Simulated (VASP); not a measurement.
# RbGe6 (Im-3m) in VASP: a series of runs

Runs on RbGe6. Level: PBE. Tasks: single point.

Program: VASP 6.6.1. These are calculated values, not measurements. Logs are shortened: lines on timing, memory, paths and dates and some standing lists are left out, and cuts for length are marked.

**1. The cell of the first run**

Symmetry: Im-3m, No. 229, cubic system. The conventional cell has a = 7.198 Å, b = 7.198 Å, c = 7.198 Å, α = 90.00°, β = 90.00°, γ = 90.00°. Within 5.3 Å of Rb (site symmetry m-3m) lie 24 Ge at 4.02 Å. Ge (site symmetry -4m2) has 4 Ge at 2.54 Å within 3.4 Å.

The cell was generated, and may not be a known phase.

**2. Single point, PBE**

File INCAR:

```
PREC = Accurate
ENCUT = 520
EDIFF = 1E-6
ISMEAR = 0
SIGMA = 0.1
LREAL = F
LASPH = T
NELM = 80
ALGO = Normal
ISIF = 2
LWAVE = F
LCHARG = F
GGA = PE
NBANDS = 56
```

File KPOINTS:

```
regular mesh
0
Gamma
  4 4 4
```

File POSCAR:

```
RbGe6
1.0
   -3.5988839000      3.5988839000      3.5988839000
    3.5988839000     -3.5988839000      3.5988839000
    3.5988839000      3.5988839000     -3.5988839000
Rb Ge
1 6
Direct
    0.0000000000      0.0000000000      0.0000000000
    0.5000000000      0.7500000000      0.2500000000
    0.7500000000      0.2500000000      0.5000000000
    0.7500000000      0.5000000000      0.2500000000
    0.5000000000      0.2500000000      0.7500000000
    0.2500000000      0.7500000000      0.5000000000
    0.2500000000      0.5000000000      0.7500000000
```

Potentials or basis: VASP PAW PBE potentials, release 64 (Rb_sv, Ge_d).

Launch:

```
$ cat potpaw_PBE.64/Rb_sv/POTCAR potpaw_PBE.64/Ge_d/POTCAR > POTCAR
$ mpirun -np 1 vasp_std > vasp.out
```

OUTCAR:

```text
PREC = Accurate
   ENCUT = 520
   EDIFF = 1E-6
   ISMEAR = 0
   LREAL = F
   LASPH = T
   NELM = 80
   ISIF = 2
   GGA = PE

 ion  position               nearest neighbor table
   1  0.000  0.000  0.000-   3 4.02   4 4.02   2 4.02   6 4.02   5 4.02   7 4.02   2 4.02   3 4.02
                             4 4.02   5 4.02   6 4.02   7 4.02   3 4.02   6 4.02   4 4.02   7 4.02
   2  0.500  0.750  0.250-   3 2.54   4 2.54   6 2.54   7 2.54   1 4.02   1 4.02   1 4.02   1 4.02

   3  0.750  0.250  0.500-   4 2.54   5 2.54   7 2.54   2 2.54   1 4.02   1 4.02   1 4.02   1 4.02

   4  0.750  0.500  0.250-   2 2.54   3 2.54   6 2.54   5 2.54   1 4.02   1 4.02   1 4.02   1 4.02

   5  0.500  0.250  0.750-   3 2.54   4 2.54   7 2.54   6 2.54   1 4.02   1 4.02   1 4.02   1 4.02

   6  0.250  0.750  0.500-   2 2.54   5 2.54   7 2.54   4 2.54   1 4.02   1 4.02   1 4.02   1 4.02

   7  0.250  0.500  0.750-   2 2.54   5 2.54   6 2.54   3 2.54   1 4.02   1 4.02   1 4.02   1 4.02

  LATTYP: Found a body centered cubic cell.
 ALAT       =     7.1977678000

  Lattice vectors:

 A1 = (  -3.5988839000,   3.5988839000,   3.5988839000)
 A2 = (   3.5988839000,  -3.5988839000,   3.5988839000)
 A3 = (   3.5988839000,   3.5988839000,  -3.5988839000)

Analysis of symmetry for initial positions (statically):
=====================================================================
 Subroutine PRICEL returns:
 Original cell was already a primitive cell.

 Routine SETGRP: Setting up the symmetry group for a
 body centered cubic supercell.

 Subroutine GETGRP returns: Found 48 space group operations
 (whereof 48 operations were pure point group operations)
 out of a pool of 48 trial point group operations.

The static configuration has the point symmetry O_h .

Analysis of symmetry for dynamics (positions and initial velocities):
=====================================================================
 Subroutine PRICEL returns:
 Original cell was already a primitive cell.

 Routine SETGRP: Setting up the symmetry group for a
 body centered cubic supercell.

 Subroutine GETGRP returns: Found 48 space group operations
 (whereof 48 operations were pure point group operations)
 out of a pool of 48 trial point group operations.

The dynamic configuration has the point symmetry O_h .

 Subroutine INISYM returns: Found 48 space group operations
 (whereof 48 operations are pure point group operations),
 and found     1 'primitive' translations

----------------------------------------------------------------------------------------

                                     Primitive cell

  volume of cell :     186.4505

  direct lattice vectors                    reciprocal lattice vectors
    -3.598883900  3.598883900  3.598883900     0.000000000  0.138931962  0.138931962
     3.598883900 -3.598883900  3.598883900     0.138931962  0.000000000  0.138931962
     3.598883900  3.598883900 -3.598883900     0.138931962  0.138931962  0.000000000

  length of vectors
     6.233449765  6.233449765  6.233449765     0.196479464  0.196479464  0.196479464

  position of ions in fractional coordinates (direct lattice)
     0.000000000  0.000000000  0.000000000
     0.500000000  0.750000000  0.250000000
     0.750000000  0.250000000  0.500000000
     0.750000000  0.500000000  0.250000000
     0.500000000  0.250000000  0.750000000
     0.250000000  0.750000000  0.500000000
     0.250000000  0.500000000  0.750000000

  ion indices of the primitive-cell ions
   primitive index   ion index
                 1           1
                 2           2
                 3           3
                 4           4
                 5           5
                 6           6
                 7           7

----------------------------------------------------------------------------------------

 KPOINTS: regular mesh

Automatic generation of k-mesh.
 Grid dimensions read from file:
 generate k-points for:    4    4    4

 Generating k-lattice:

  Cartesian coordinates                     Fractional coordinates (reciprocal lattice)
     0.000000000  0.034732990  0.034732990     0.250000000  0.000000000  0.000000000
     0.034732990  0.000000000  0.034732990     0.000000000  0.250000000  0.000000000
     0.034732990  0.034732990  0.000000000     0.000000000  0.000000000  0.250000000

  Length of vectors
     0.049119866  0.049119866  0.049119866

  Shift w.r.t. Gamma in fractional coordinates (k-lattice)
     0.000000000  0.000000000  0.000000000

 Subroutine IBZKPT returns following result:
 ===========================================

 Found      8 irreducible k-points:

 Following reciprocal coordinates:
            Coordinates               Weight
  0.000000  0.000000  0.000000      1.000000
  0.250000  0.000000  0.000000     12.000000
  0.500000  0.000000  0.000000      6.000000
  0.250000  0.250000  0.000000     24.000000
  0.250000  0.250000  0.250000      2.000000
 -0.250000  0.250000  0.250000      6.000000
[... 56 lines left out ...]
  ---------------------------------------------------
  ext. energy  EPLUGINS =         0.00000000
  ---------------------------------------------------
  free energy    TOTEN  =       -28.13575782 eV

  energy without entropy =      -28.11847605  energy(sigma->0) =      -28.12711693

 E-fermi :   4.1672     XC(G=0):  -9.2037

 val. band max:        4.1114555135   @ k =   0.5000   0.0000   0.0000
 cond. band min:       4.1861135590   @ k =   0.2500   0.0000   0.0000
 fundamental gap:      0.0746580455
 Fermi energy:         4.1672366694

 k-point     1 :       0.0000    0.0000    0.0000
  band No.  band energies     occupation
      1     -24.0461      2.00000
      2     -20.8990      2.00000
      3     -20.8990      2.00000
      4     -20.8990      2.00000
      5     -20.8834      2.00000
      6     -20.8686      2.00000
[... 48 lines left out ...]
     55       9.4731      0.00000
     56       9.5539      0.00000

 k-point     2 :       0.2500    0.0000    0.0000
  band No.  band energies     occupation
      1     -24.0460      2.00000
      2     -20.9063      2.00000
      3     -20.9026      2.00000
      4     -20.8897      2.00000
      5     -20.8784      2.00000
      6     -20.8644      2.00000
[... 48 lines left out ...]
     55       8.1283      0.00000
     56       8.3412      0.00000

 k-point     3 :       0.5000    0.0000    0.0000
  band No.  band energies     occupation
      1     -24.0459      2.00000
      2     -20.9115      2.00000
      3     -20.9060      2.00000
      4     -20.8763      2.00000
      5     -20.8612      2.00000
      6     -20.8601      2.00000
[... 48 lines left out ...]
     55       8.8413      0.00000
     56       9.2283      0.00000

 k-point     4 :       0.2500    0.2500    0.0000
  band No.  band energies     occupation
      1     -24.0459      2.00000
      2     -20.9173      2.00000
      3     -20.8918      2.00000
      4     -20.8846      2.00000
      5     -20.8685      2.00000
      6     -20.8622      2.00000
[... 48 lines left out ...]
     55       8.5956      0.00000
     56       8.7081      0.00000

 k-point     5 :       0.2500    0.2500    0.2500
  band No.  band energies     occupation
      1     -24.0459      2.00000
      2     -20.9261      2.00000
      3     -20.8782      2.00000
      4     -20.8782      2.00000
      5     -20.8685      2.00000
      6     -20.8685      2.00000
[... 48 lines left out ...]
     55       8.0724      0.00000
     56       8.6304      0.00000

 k-point     6 :      -0.2500    0.2500    0.2500
  band No.  band energies     occupation
      1     -24.0460      2.00000
      2     -20.8991      2.00000
      3     -20.8991      2.00000
      4     -20.8945      2.00000
      5     -20.8775      2.00000
      6     -20.8526      2.00000
[... 48 lines left out ...]
     55       8.2146      0.00000
     56       8.7579      0.00000

 k-point     7 :       0.5000    0.5000    0.2500
  band No.  band energies     occupation
      1     -24.0459      2.00000
      2     -20.9021      2.00000
      3     -20.8980      2.00000
      4     -20.8837      2.00000
      5     -20.8657      2.00000
      6     -20.8516      2.00000
[... 48 lines left out ...]
     55       7.8860      0.00000
     56       8.5341      0.00000

 k-point     8 :       0.5000    0.5000    0.5000
  band No.  band energies     occupation
      1     -24.0458      2.00000
      2     -20.8887      2.00000
      3     -20.8887      2.00000
      4     -20.8887      2.00000
      5     -20.8640      2.00000
      6     -20.8334      2.00000
[... 48 lines left out ...]
     55       8.2645      0.00000
     56       8.4175      0.00000

------------------------ aborting loop because EDIFF is reached ----------------------------------------

  FORCE on cell =-STRESS in cart. coord.  units (eV):
  Direction    XX          YY          ZZ          XY          YZ          ZX
  --------------------------------------------------------------------------------------
  -------------------------------------------------------------------------------------
  Total        0.1392210      0.1392210      0.1392210     -0.0000000      0.0000000     -0.0000000
  in kB        1.1963322      1.1963322      1.1963322     -0.0000000      0.0000000     -0.0000000
  external PRESSURE =       1.1963322 kB  Pullay stress =       0.0000000 kB

 VOLUME and BASIS-vectors are now :
 -----------------------------------------------------------------------------
  energy-cutoff  :      520.00
  volume of cell :      186.45
      direct lattice vectors                 reciprocal lattice vectors
    -3.598883900  3.598883900  3.598883900     0.000000000  0.138931962  0.138931962
     3.598883900 -3.598883900  3.598883900     0.138931962  0.000000000  0.138931962
     3.598883900  3.598883900 -3.598883900     0.138931962  0.138931962  0.000000000

 POSITION                                       TOTAL-FORCE (eV/Angst)
 -----------------------------------------------------------------------------------
      0.00000      0.00000      0.00000         0.000000     -0.000000      0.000000
      1.79944      0.00000      3.59888         0.000000      0.000000      0.000000
      0.00000      3.59888      1.79944        -0.000000      0.000000      0.000000
      0.00000      1.79944      3.59888        -0.000000     -0.000000      0.000000
      1.79944      3.59888      0.00000        -0.000000      0.000000     -0.000000
      3.59888      0.00000      1.79944        -0.000000     -0.000000      0.000000
      3.59888      1.79944      0.00000         0.000000     -0.000000     -0.000000
 -----------------------------------------------------------------------------------
    total drift:                               -0.000000     -0.000000      0.000000

  FREE ENERGIE OF THE ION-ELECTRON SYSTEM (eV)
  ---------------------------------------------------
  free  energy   TOTEN  =       -28.1357578182 eV

  energy  without entropy=      -28.1184760502  energy(sigma->0) =      -28.12711693
```

Wall time 67 s (1 thread of Intel Xeon 6975P-C (Granite Rapids), shared host); peak memory 0.33 GiB.

Results:

| Quantity | Value |
| --- | --- |
| Free energy | -28.1358 eV |
| Pressure | 0.1 GPa |
| Band gap on the k mesh | zero (an odd number of electrons rules out a gap without spin polarisation) |

Levels at points of the mesh, in eV from the Fermi level:
```
           k point  band 44  band 45  band 46  band 47  band 48  band 49
(0.00, 0.00, 0.00)    -2.48    -2.48    -2.48     0.65     0.65     1.76
(0.50, 0.00, 0.00)    -2.47    -1.83    -1.26    -0.06     0.89     1.30
(0.50, 0.50, 0.50)    -1.40    -0.54    -0.54    -0.54    -0.53    -0.53
```

Caveat: an odd number of electrons without spin polarisation forces a metal; a magnetic or distorted state may lie lower.

**3. Single point, PBE**

File INCAR:

```
SYSTEM = RbGe6
PREC = Accurate ; ENCUT = 520
EDIFF = 1E-6 ; ISMEAR = 0
SIGMA = 0.2 ; LREAL = .FALSE.
LASPH = .TRUE. ; NELM = 60
ALGO = Normal ; ISIF = 2
LWAVE = .FALSE. ; LCHARG = .FALSE.
GGA = PE ; NBANDS = 56
```

File KPOINTS:

```
regular mesh
0
G
  4 4 4
  0 0 0
```

POSCAR is that of step 2.

Potentials or basis: VASP PAW PBE potentials, release 64 (Rb_sv, Ge_d).

Launch:

```
$ cat potpaw_PBE.64/Rb_sv/POTCAR potpaw_PBE.64/Ge_d/POTCAR > POTCAR
$ mpirun -np 1 vasp_std > vasp.out
```

It took 61 s on 1 thread of Intel Xeon 6975P-C (Granite Rapids), shared host; peak memory 0.34 GiB.

The run converged. Its results:

* Free energy: -28.1599 eV
* Pressure: 0.2 GPa
* Band gap on the k mesh: zero (an odd number of electrons rules out a gap without spin polarisation)

Levels at points of the mesh, in eV from the Fermi level:
```tsv
k point	band 44	band 45	band 46	band 47	band 48	band 49
(0.00, 0.00, 0.00)	-2.44	-2.44	-2.44	0.70	0.70	1.81
(0.50, 0.00, 0.00)	-2.42	-1.78	-1.21	-0.01	0.93	1.35
(0.50, 0.50, 0.50)	-1.36	-0.49	-0.49	-0.49	-0.48	-0.48
```

Caveat: an odd number of electrons without spin polarisation forces a metal; a magnetic or distorted state may lie lower.

**4. Single point, PBE (23.44 Å³/atom)**

This run uses another cell than the first one, of 23.44 Å³/atom.

File INCAR:

```
SYSTEM = RbGe6
ALGO = Normal
EDIFF = 1E-6
ENCUT = 520
GGA = PE
ISIF = 2
ISMEAR = 0
LASPH = .True.
LCHARG = .True.
LELF = .True.
LREAL = .False.
LVHAR = .True.
LWAVE = .False.
NBANDS = 56
NELM = 60
PREC = Accurate
SIGMA = 0.1
```

File KPOINTS:

```
k-points
0
Gamma
  8 8 8
  0 0 0
```

Edit POSCAR of step 3 so:

```diff
@@ -2,5 +2,5 @@
 1.0
-   -3.5988839000      3.5988839000      3.5988839000
-    3.5988839000     -3.5988839000      3.5988839000
-    3.5988839000      3.5988839000     -3.5988839000
+   -3.4487527563      3.4487527563      3.4487527563
+    3.4487527563     -3.4487527563      3.4487527563
+    3.4487527563      3.4487527563     -3.4487527563
 Rb Ge
```

Launch:

```
$ cat potpaw_PBE.64/Rb_sv/POTCAR potpaw_PBE.64/Ge_d/POTCAR > POTCAR
$ mpirun -np 1 vasp_std > vasp.out
```

It took 2.4 min on 1 thread of Intel Xeon 6975P-C (Granite Rapids), shared host; peak memory 0.43 GiB.

It converged, with:

```
Free energy            : -27.7282 eV
Pressure               : 7.4 GPa
Band gap on the k mesh : zero (an odd number of electrons rules out a gap without spin polarisation)
```

Levels at points of the mesh, in eV from the Fermi level:
```csv
k point,band 44,band 45,band 46,band 47,band 48,band 49
"(0.00, 0.00, 0.00)",-2.68,-2.68,-2.68,1.22,1.22,1.98
"(0.50, 0.00, 0.00)",-2.63,-1.93,-1.26,-0.01,1.41,1.50
"(0.50, 0.50, 0.50)",-0.41,-0.41,-0.41,-0.37,-0.37,-0.37
```

Caveat: the cell stands under pressure; an odd number of electrons without spin polarisation forces a metal; a magnetic or distorted state may lie lower.

**5. Single point, PBE (24.24 Å³/atom)**

This run uses another cell than the first one, of 24.24 Å³/atom.

File INCAR:

```
  ALGO = Normal
  EDIFF = 1E-7
  ENCUT = 520
  GGA = PE
  ISIF = 2
  ISMEAR = 0
  LASPH = T
  LCHARG = F
  LREAL = F
  LWAVE = F
  NBANDS = 56
  NELM = 60
  PREC = Accurate
  SIGMA = 0.1
```

File KPOINTS:

```
k-points
0
Gamma
  8 8 8
```

Edit POSCAR of step 4 so:

```diff
@@ -2,5 +2,5 @@
 1.0
-   -3.4487527563      3.4487527563      3.4487527563
-    3.4487527563     -3.4487527563      3.4487527563
-    3.4487527563      3.4487527563     -3.4487527563
+   -3.4875060310      3.4875060310      3.4875060310
+    3.4875060310     -3.4875060310      3.4875060310
+    3.4875060310      3.4875060310     -3.4875060310
 Rb Ge
```

Launch:

```
$ cat potpaw_PBE.64/Rb_sv/POTCAR potpaw_PBE.64/Ge_d/POTCAR > POTCAR
$ mpirun -np 1 vasp_std > vasp.out
```

Run time: 2.7 min. Hardware: 1 thread of Intel Xeon 6975P-C (Granite Rapids), shared host; peak memory 0.44 GiB.

The run converged. Its results:

```
Free energy            : -27.9484 eV
Pressure               : 5.1 GPa
Band gap on the k mesh : zero (an odd number of electrons rules out a gap without spin polarisation)
```

Levels at points of the mesh, in eV from the Fermi level:
```csv
k point,band 42,band 43,band 44,band 45,band 46,band 47,band 48,band 49,band 50,band 51
"(0.00, 0.00, 0.00)",-3.47,-3.47,-2.59,-2.59,-2.59,1.10,1.10,1.96,1.96,1.96
"(0.50, 0.00, 0.00)",-4.04,-3.73,-2.55,-1.87,-1.22,0.02,1.30,1.48,1.68,2.40
"(0.50, 0.50, 0.50)",-2.51,-2.51,-0.44,-0.41,-0.41,-0.41,-0.38,-0.38,-0.38,2.47
```

Caveat: the cell stands under pressure; an odd number of electrons without spin polarisation forces a metal; a magnetic or distorted state may lie lower.

**6. Single point, PBE (25.04 Å³/atom)**

This run uses another cell than the first one, of 25.04 Å³/atom.

File INCAR:

```
SYSTEM = RbGe6
PREC = Accurate
ENCUT = 520
EDIFF = 1E-6
ISMEAR = 0
SIGMA = 0.1
LREAL = .FALSE.
LASPH = .TRUE.
NELM = 100
ALGO = Normal
ISIF = 2
LWAVE = .FALSE.
LCHARG = .FALSE.
GGA = PE
NBANDS = 56
```

File KPOINTS:

```
Automatic mesh
0
G
  8 8 8
  0 0 0
```

Edit POSCAR of step 5 so:

```diff
@@ -2,5 +2,5 @@
 1.0
-   -3.4875060310      3.4875060310      3.4875060310
-    3.4875060310     -3.4875060310      3.4875060310
-    3.4875060310      3.4875060310     -3.4875060310
+   -3.5254166753      3.5254166753      3.5254166753
+    3.5254166753     -3.5254166753      3.5254166753
+    3.5254166753      3.5254166753     -3.5254166753
 Rb Ge
```

Potentials or basis: VASP PAW PBE potentials, release 64 (Rb_sv, Ge_d).

Launch:

```
$ cat potpaw_PBE.64/Rb_sv/POTCAR potpaw_PBE.64/Ge_d/POTCAR > POTCAR
$ mpirun -np 1 vasp_std > vasp.out
```

Run time: 2.7 min. Hardware: 1 thread of Intel Xeon 6975P-C (Granite Rapids), shared host; peak memory 0.44 GiB.

It converged, with:

```
Free energy            : -28.0919 eV
Pressure               : 3.1 GPa
Band gap on the k mesh : zero (an odd number of electrons rules out a gap without spin polarisation)
```

Levels at points of the mesh, in eV from the Fermi level:
```
           k point  band 43  band 44  band 45  band 46  band 47  band 48  band 49  band 50
(0.00, 0.00, 0.00)    -3.34    -2.51    -2.51    -2.51     0.99     0.99     1.93     1.93
(0.50, 0.00, 0.00)    -3.63    -2.48    -1.81    -1.19     0.04     1.20     1.47     1.66
(0.50, 0.50, 0.50)    -2.42    -0.74    -0.41    -0.41    -0.41    -0.38    -0.38    -0.38
```

Caveat: the cell stands under pressure; an odd number of electrons without spin polarisation forces a metal; a magnetic or distorted state may lie lower.

**7. Summary**

| cell | k mesh | smearing | gap on the mesh (eV) | pressure (GPa) |
| --- | --- | --- | --- | --- |
| a = 6.233 Å, angles 109.5°, 7 atoms | 4 × 4 × 4 | gaussian 0.1 eV | none | 0.1 |
| a = 6.233 Å, angles 109.5°, 7 atoms | 4 × 4 × 4 | gaussian 0.2 eV | none | 0.2 |
| a = 5.973 Å, angles 109.5°, 7 atoms | 8 × 8 × 8 | gaussian 0.1 eV | none | 7.4 |
| a = 6.041 Å, angles 109.5°, 7 atoms | 8 × 8 × 8 | gaussian 0.1 eV | none | 5.1 |
| a = 6.106 Å, angles 109.5°, 7 atoms | 8 × 8 × 8 | gaussian 0.1 eV | none | 3.1 |

Alike in all rows: task single point; level PBE; potentials or basis VASP PAW PBE potentials, release 64 (Rb_sv, Ge_d); no spin polarisation; cutoff (eV) 520.

Caveats: an odd number of electrons without spin polarisation forces a metal; a magnetic or distorted state may lie lower; the cell stands under pressure (at least some runs).

Absolute energies hang on the potentials; compare differences alone.

The gap in the log of VASP goes by the Fermi energy; the results here count the filled bands.